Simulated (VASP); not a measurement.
Sc2GaN3, 6 atoms in the cell. It takes space group P-3m1 (No. 164, trigonal). The conventional cell has a = 3.350 Å, b = 3.350 Å, c = 8.300 Å, α = 90.00°, β = 90.00°, γ = 120.00°. Sc (site symmetry 3m) has 6 N at 2.38 Å within 3.1 Å. Within 3.1 Å of Ga (site symmetry -3m) lie 6 N at 2.38 Å. Within 3.1 Å of N (site symmetry 3m) lie 3 Sc at 2.38 Å and 3 Ga at 2.38 Å. Within 3.1 Å of N (site symmetry -3m) lie 6 Sc at 2.38 Å. 

```yaml
Program: VASP 6.6.1
Task: relaxation of cell and atoms
Functional: PBE
Potentials_or_basis: VASP PAW PBE potentials, release 64 (Sc_sv, Ga_d, N)
Cutoff: 600 eV
k_mesh: 4 × 4 × 2
Occupations: gaussian, width 0.15 eV
Spin: no spin polarisation
Dipole_correction: no
Further_INCAR_settings: ALGO = Normal; EDIFF = 1e-06; IBRION = 2; EDIFFG = -0.08; NSW = 36; ISIF = 3
```

Potentials or basis: VASP PAW PBE potentials, release 64 (Sc_sv, Ga_d, N).

Launch:

```bash
$ cat potpaw_PBE.64/Sc_sv/POTCAR potpaw_PBE.64/Ga_d/POTCAR potpaw_PBE.64/N/POTCAR > POTCAR
$ mpirun -np 1 vasp_std > vasp.out
```

Hardware: 1 thread of AMD EPYC 9R45 96-Core Processor (Zen 5), with other jobs on the host.

Problem. Estimate the wall time of this run.

Solution. Run time: 110 s on 1 thread of AMD EPYC 9R45 96-Core Processor (Zen 5) (shared host), peak memory 0.22 GiB. Counts: scf iterations 73, k points 8, ion steps 7.
